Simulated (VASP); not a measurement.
# Ba (P6_3/mmc) in VASP: notebook

The runs below take Ba through single point, relaxation of cell and atoms, with BLYP.

All numbers are computed with VASP 6.6.1; they aren't measurements. Logs are shortened: lines on timing, memory, paths and dates and some standing lists are left out, and cuts for length are marked.

**1. The cell of the first run**

The structure is hexagonal, space group P6_3/mmc (No. 194). Conventional cell: a = 4.563 Å, b = 4.563 Å, c = 14.892 Å, α = 90.00°, β = 90.00°, γ = 120.00°.

This isn't the form of Ba at room conditions, which is bcc.

**2. Single point, BLYP**

INCAR reads:

```
  PREC = Accurate
  ENCUT = 520
  EDIFF = 1E-6
  ISMEAR = -1
  SIGMA = 0.1
  LREAL = False
  LASPH = True
  NELM = 100
  ALGO = Normal
  ISIF = 2
  LWAVE = False
  LCHARG = True
  GGA = B5
  ALDAX = 1.0
  AGGAX = 1.0
  AGGAC = 1.0
  ALDAC = 0.0
  LELF = True
  LVHAR = True
  NBANDS = 28
```

KPOINTS reads:

```
regular mesh
0
Gamma
  11 11 3
```

POSCAR reads:

```
Ba
1.0
    4.5626133709      0.0000000000      0.0000000000
   -2.2813066855      3.9513390869      0.0000000000
    0.0000000000      0.0000000000     14.8924460695
Ba
4
Direct
    0.0000000000      1.0000000000      1.0000000000
    0.0000000000      1.0000000000      0.5000000000
    0.3333333333      0.6666666667      0.2500000000
    0.6666666667      0.3333333333      0.7500000000
```

Potentials or basis: VASP PAW PBE potentials, release 64 (Ba_sv).

Launch:

```
> cat potpaw_PBE.64/Ba_sv/POTCAR > POTCAR
> mpirun -np 1 vasp_std > vasp.out
```

OUTCAR:

```text
PREC = Accurate
   ENCUT = 520
   EDIFF = 1E-6
   ISMEAR = -1
   LREAL = False
   LASPH = True
   NELM = 100
   ISIF = 2
   GGA = B5

 ion  position               nearest neighbor table
   1  0.000  0.000  0.000-   3 4.56   4 4.56   4 4.56   3 4.56   4 4.56   3 4.56
   2  0.000  0.000  0.500-   3 4.56   4 4.56   4 4.56   3 4.56   4 4.56   3 4.56
   3  0.333  0.667  0.250-   1 4.56   2 4.56   1 4.56   2 4.56   1 4.56   2 4.56
   4  0.667  0.333  0.750-   1 4.56   2 4.56   1 4.56   2 4.56   1 4.56   2 4.56

  LATTYP: Found a hexagonal cell.
 ALAT       =     4.5626133709
 C/A-ratio  =     3.2640166630

  Lattice vectors:

 A1 = (   4.5626133709,   0.0000000000,   0.0000000000)
 A2 = (  -2.2813066855,   3.9513390869,   0.0000000000)
 A3 = (   0.0000000000,   0.0000000000,  14.8924460695)

Analysis of symmetry for initial positions (statically):
=====================================================================
 Subroutine PRICEL returns:
 Original cell was already a primitive cell.

 Routine SETGRP: Setting up the symmetry group for a
 hexagonal supercell.

 Subroutine GETGRP returns: Found 24 space group operations
 (whereof 12 operations were pure point group operations)
 out of a pool of 24 trial point group operations.

The static configuration has the point symmetry D_3d.
 The point group associated with its full space group is D_6h.

Analysis of symmetry for dynamics (positions and initial velocities):
=====================================================================
 Subroutine PRICEL returns:
 Original cell was already a primitive cell.

 Routine SETGRP: Setting up the symmetry group for a
 hexagonal supercell.

 Subroutine GETGRP returns: Found 24 space group operations
 (whereof 12 operations were pure point group operations)
 out of a pool of 24 trial point group operations.

The dynamic configuration has the point symmetry D_3d.
 The point group associated with its full space group is D_6h.

 Subroutine INISYM returns: Found 24 space group operations
 (whereof 12 operations are pure point group operations),
 and found     1 'primitive' translations

----------------------------------------------------------------------------------------

                                     Primitive cell

  volume of cell :     268.4875

  direct lattice vectors                    reciprocal lattice vectors
     4.562613371  0.000000000  0.000000000     0.219172636  0.126539380  0.000000000
    -2.281306686  3.951339087  0.000000000     0.000000000  0.253078761  0.000000000
     0.000000000  0.000000000 14.892446070     0.000000000  0.000000000  0.067148136

  length of vectors
     4.562613371  4.562613371 14.892446070     0.253078761  0.253078761  0.067148136

  position of ions in fractional coordinates (direct lattice)
     0.000000000  0.000000000  0.000000000
     0.000000000  0.000000000  0.500000000
     0.333333333  0.666666667  0.250000000
     0.666666667  0.333333333  0.750000000

  ion indices of the primitive-cell ions
   primitive index   ion index
                 1           1
                 2           2
                 3           3
                 4           4

----------------------------------------------------------------------------------------

 KPOINTS: regular mesh

Automatic generation of k-mesh.
 Grid dimensions read from file:
 generate k-points for:   11   11    3

 Generating k-lattice:

  Cartesian coordinates                     Fractional coordinates (reciprocal lattice)
     0.019924785  0.011503580  0.000000000     0.090909091  0.000000000  0.000000000
     0.000000000  0.023007160  0.000000000     0.000000000  0.090909091  0.000000000
     0.000000000  0.000000000  0.022382712     0.000000000  0.000000000  0.333333333

  Length of vectors
     0.023007160  0.023007160  0.022382712

  Shift w.r.t. Gamma in fractional coordinates (k-lattice)
     0.000000000  0.000000000  0.000000000

 Subroutine IBZKPT returns following result:
 ===========================================

 Found     32 irreducible k-points:

 Following reciprocal coordinates:
            Coordinates               Weight
  0.000000  0.000000  0.000000      1.000000
  0.090909  0.000000  0.000000      6.000000
  0.181818  0.000000  0.000000      6.000000
  0.272727  0.000000  0.000000      6.000000
  0.363636  0.000000  0.000000      6.000000
  0.454545  0.000000  0.000000      6.000000
[... 16 lines left out ...]
  0.090909  0.090909  0.333333     12.000000
  0.181818  0.090909  0.333333     24.000000
 [... further k-points ...]
   k-points           NKPTS =     32   k-points in BZ     NKDIM =     32   number of bands    NBANDS=     28
   number of dos      NEDOS =    301   number of ions     NIONS =      4
   total plane-waves  NPLWV = 145152
   dimension x,y,z NGX =    36 NGY =   36 NGZ =  112
   dimension x,y,z NGXF=    72 NGYF=   72 NGZF=  224
   ions per type =               4
   NGX,Y,Z   is equivalent  to a cutoff of  13.12, 13.12, 12.50 a.u.
   NGXF,Y,Z  is equivalent  to a cutoff of  26.23, 26.23, 25.01 a.u.
 SYSTEM =  unknown system
   PREC   = accura    normal or accurate (medium, high low for compatibility)
   ISTART =      0    job   : 0-new  1-cont  2-samecut
   ICHARG =      2    charge: 1-file 2-atom 10-const
   ISPIN  =      1    spin polarized calculation?
   LNONCOLLINEAR =      F non collinear calculations
   LSORBIT =      F    spin-orbit coupling
   LASPH  =      T    aspherical Exc in radial PAW
   ENCUT  =  520.0 eV  38.22 Ry    6.18 a.u.   8.48  8.48 27.69*2*pi/ulx,y,z
   NELM   =    100;   NELMIN=  2; NELMDL= -5     # of ELM steps
   EDIFF  = 0.1E-05   stopping-criterion for ELM
   LREAL  =      F    real-space projection
   EDIFFG = 0.1E-04   stopping-criterion for IOM
   NSW    =      0    number of steps for IOM
   IBRION =     -1    ionic relax: 0-MD 1-quasi-New 2-CG
   NFREE  =      0    steps in history (QN), initial steepest desc. (CG)
   ISIF   =      2    stress and relaxation
   ISYM   =      2    0-nonsym 1-usesym 2-fastsym
   POTIM  = 0.5000    time-step for ionic-motion
   TEBEG  =    0.0;   TEEND  =   0.0 temperature during run
   PSTRESS=    0.0 pullay stress
   NELECT =      40.0000    total number of electrons
   NUPDOWN=      -1.0000    fix difference up-down
   EMIN   =  10.00;   EMAX   =-10.00  energy-range for DOS
   EFERMI =   0.00;   METHOD = LEGACY
   ISMEAR =    -1;   SIGMA  =   0.10  broadening in eV -4-tet -1-fermi 0-gaus
   EFERMI_NEDOS =   21; number of points for ismear=-14 and -15
   IALGO  =     38    algorithm
   IMIX   =      4    mixing-type and parameters
     AMIX     =   0.40;   BMIX     =  1.00
     AMIX_MAG =   1.60;   BMIX_MAG =  1.00
  volume/ion in A,a.u.               =      67.12       452.96
  Fermi-wavevector in a.u.,A,eV,Ry     =   0.867868  1.640032 10.247830  0.753194
  Thomas-Fermi vector in A             =   1.986464
   LORBIT       =      0    0 simple, 1 ext, 2 COOP (PROOUT), +10 PAW based schemes
   GGA     = B5    functional components
   LHFCALC =     F    Hartree Fock is set to
   AEXX    =    0.0000 exact exchange contribution
   IVDW    =     0    specifies the selected vdW correction
   LEPSILON=     F    determine dielectric tensor
   LRPA    =     F    only Hartree local field effects (RPA)
 non-spin polarized calculation
  energy-cutoff  :      520.00
  volume of cell :      268.49
 maximum number of plane-waves:      7309
 NGX is ok and might be reduce to    36
   NGX = 17   NGY = 17   NGZ = 55

 number of electron      39.9999996 magnetization

 Free energy of the ion-electron system (eV)
  ---------------------------------------------------
  ext. energy  EPLUGINS =         0.00000000
  ---------------------------------------------------
  free energy    TOTEN  =        -5.04481441 eV

  energy without entropy =       -4.80358661  energy(sigma->0) =       -4.92420051

 E-fermi :   1.9541     XC(G=0):  -6.7313

 val. band max:        1.9494457973   @ k =   0.3636   0.1818   0.0000
 cond. band min:       1.9623530582   @ k =   0.4545   0.0909   0.3333
 fundamental gap:      0.0129072609
 Fermi energy:         1.9540708002

 k-point     1 :       0.0000    0.0000    0.0000
  band No.  band energies     occupation
      1     -27.1037      2.00000
      2     -27.0891      2.00000
      3     -27.0881      2.00000
      4     -27.0734      2.00000
      5     -12.5200      2.00000
      6     -12.3409      2.00000
[... 20 lines left out ...]
     27       3.4825      0.00000
     28       3.5380      0.00000

 k-point     2 :       0.0909    0.0000    0.0000
  band No.  band energies     occupation
      1     -27.1016      2.00000
      2     -27.0875      2.00000
      3     -27.0865      2.00000
      4     -27.0723      2.00000
      5     -12.5103      2.00000
      6     -12.3438      2.00000
[... 20 lines left out ...]
     27       3.5438      0.00000
     28       3.6519      0.00000

 k-point     3 :       0.1818    0.0000    0.0000
  band No.  band energies     occupation
      1     -27.0958      2.00000
      2     -27.0832      2.00000
      3     -27.0822      2.00000
      4     -27.0696      2.00000
      5     -12.4832      2.00000
      6     -12.3602      2.00000
[... 20 lines left out ...]
     27       3.6305      0.00000
     28       3.7540      0.00000

 k-point     4 :       0.2727    0.0000    0.0000
  band No.  band energies     occupation
      1     -27.0878      2.00000
      2     -27.0776      2.00000
      3     -27.0766      2.00000
      4     -27.0665      2.00000
      5     -12.4477      2.00000
      6     -12.4083      2.00000
[... 578 lines left out ...]
     27       3.4284      0.00000
     28       3.5335      0.00000

 k-point    23 :       0.0909    0.0909    0.3333
  band No.  band energies     occupation
      1     -27.0958      2.00000
      2     -27.0909      2.00000
      3     -27.0773      2.00000
      4     -27.0723      2.00000
      5     -12.4733      2.00000
      6     -12.4223      2.00000
[... 20 lines left out ...]
     27       3.5941      0.00000
     28       3.6471      0.00000

 k-point    24 :       0.1818    0.0909    0.3333
  band No.  band energies     occupation
      1     -27.0891      2.00000
      2     -27.0849      2.00000
      3     -27.0733      2.00000
      4     -27.0691      2.00000
      5     -12.4491      2.00000
      6     -12.4221      2.00000
[... 20 lines left out ...]
     27       3.4675      0.00000
     28       3.5492      0.00000

 [... further k-points ...]

------------------------ aborting loop because EDIFF is reached ----------------------------------------

  FORCE on cell =-STRESS in cart. coord.  units (eV):
  Direction    XX          YY          ZZ          XY          YZ          ZX
  --------------------------------------------------------------------------------------
  -------------------------------------------------------------------------------------
  Total        0.1181221      0.1181221      0.1025411     -0.0000000      0.0000000      0.0000000
  in kB        0.7048841      0.7048841      0.6119058     -0.0000000      0.0000000      0.0000000
  external PRESSURE =       0.6738913 kB  Pullay stress =       0.0000000 kB

 VOLUME and BASIS-vectors are now :
 -----------------------------------------------------------------------------
  energy-cutoff  :      520.00
  volume of cell :      268.49
      direct lattice vectors                 reciprocal lattice vectors
     4.562613371  0.000000000  0.000000000     0.219172636  0.126539380  0.000000000
    -2.281306686  3.951339087  0.000000000     0.000000000  0.253078761  0.000000000
     0.000000000  0.000000000 14.892446070     0.000000000  0.000000000  0.067148136

 POSITION                                       TOTAL-FORCE (eV/Angst)
 -----------------------------------------------------------------------------------
      0.00000      0.00000      0.00000         0.000000      0.000000      0.000000
      0.00000      0.00000      7.44622         0.000000      0.000000      0.000000
     -0.00000      2.63423      3.72311        -0.000000      0.000000      0.000000
      2.28131      1.31711     11.16933         0.000000     -0.000000     -0.000000
 -----------------------------------------------------------------------------------
    total drift:                               -0.000000      0.000000      0.000000

  FREE ENERGIE OF THE ION-ELECTRON SYSTEM (eV)
  ---------------------------------------------------
  free  energy   TOTEN  =        -5.0448144096 eV

  energy  without entropy=       -4.8035866114  energy(sigma->0) =       -4.92420051
```

Wall time 2.3 min (1 thread of Intel Xeon 6975P-C (Granite Rapids), shared host); peak memory 0.46 GiB.

What came out:

- Free energy: -5.0448 eV
- Pressure: 0.1 GPa
- Band gap on the k mesh: zero (bands 20 and 21 overlap by 0.16 eV)

Levels at points of the mesh, in eV from the Fermi level:
| k point | band 17 | band 18 | band 19 | band 20 | band 21 | band 22 | band 23 | band 24 |
| --- | --- | --- | --- | --- | --- | --- | --- | --- |
| (0.00, 0.00, 0.00) | -2.68 | -1.78 | -1.78 | -0.93 | 0.92 | 0.94 | 1.05 | 1.48 |

Caveat: the PAW data sets were made with another functional, which shifts forces and pressure a little; spin-orbit coupling is left out, which moves the levels of the heavy elements.

**3. Relaxation of cell and atoms, BLYP**

This run uses another cell than the first one, of 62.50 Å³/atom.

INCAR reads:

```
SYSTEM = Ba
PREC = Accurate ; ENCUT = 600
EDIFF = 1E-6 ; ISMEAR = -1
SIGMA = 0.1 ; LREAL = .False.
LASPH = .True. ; NELM = 60
ALGO = Normal ; ISIF = 3
LWAVE = .False. ; LCHARG = .False.
GGA = B5 ; ALDAX = 1.0
AGGAX = 1.0 ; AGGAC = 1.0
ALDAC = 0.0 ; IBRION = 2
NSW = 80 ; EDIFFG = -0.01
```

KPOINTS reads:

```
regular mesh
0
Gamma
  8 8 3
  0 0 0
```

POSCAR reads:

```
Ba
1.0
    4.4544873730      0.0000000000      0.0000000000
   -2.2272436865      3.8576992259      0.0000000000
    0.0000000000      0.0000000000     14.5483557602
Ba
4
Direct
    0.0000000000      0.0000000000      0.0000000000
    0.0000000000      0.0000000000      0.5000000000
    0.3333333333      0.6666666667      0.2500000000
    0.6666666667      0.3333333333      0.7500000000
```

Potentials or basis: VASP PAW PBE potentials, release 64 (Ba_sv).

Launch:

```
> cat potpaw_PBE.64/Ba_sv/POTCAR > POTCAR
> mpirun -np 1 vasp_std > vasp.out
```

Wall time 5 min (1 thread of Intel Xeon 6975P-C (Granite Rapids), shared host); peak memory 0.47 GiB.

The run converged. Its results:

- Free energy: -5.0464 eV
- Relaxed volume: 67.65 Å³/atom
- Relaxed cell: a = 4.575 Å, b = 4.575 Å, c = 14.931 Å, α = 90.00°, β = 90.00°, γ = 120.00°
- Space group after relaxing (to 0.1 Å): P6_3/mmc (No. 194)
- Energy gained by relaxing: 10.9 meV/atom
- Ionic steps: 4
- Pressure after relaxing: 0.0 GPa
- Band gap on the k mesh: zero (bands 20 and 21 overlap by 0.12 eV)

The path:
```
step  energy change (eV)  largest force (eV/Å)  pressure (GPa)  volume (Å³)
   1              0.0000                0.0000            0.70       250.00
   2             -0.0324                0.0000            0.33       260.01
   3             -0.0434                0.0000            0.03       269.48
   4             -0.0435                0.0000            0.00       270.61
```

Final structure:
```
Ba
1.0
     4.57472    0.00000    0.00000
    -2.28736    3.96182    0.00000
     0.00000    0.00000   14.93095
Ba
4
Direct
  0.00000 0.00000 0.00000
  0.00000 0.00000 0.50000
  0.33333 0.66667 0.25000
  0.66667 0.33333 0.75000
```

Levels at points of the mesh, in eV from the Fermi level:
| k point | band 16 | band 17 | band 18 | band 19 | band 20 | band 21 | band 22 | band 23 | band 24 |
| --- | --- | --- | --- | --- | --- | --- | --- | --- | --- |
| (0.00, 0.00, 0.00) | -14.12 | -2.68 | -1.79 | -1.78 | -0.93 | 0.91 | 0.94 | 1.03 | 1.47 |
| (0.50, 0.00, 0.00) | -14.17 | -0.90 | -0.79 | -0.46 | -0.39 | 0.10 | 0.11 | 0.26 | 0.78 |

Caveat: the PAW data sets were made with another functional, which shifts forces and pressure a little; spin-orbit coupling is left out, which moves the levels of the heavy elements.
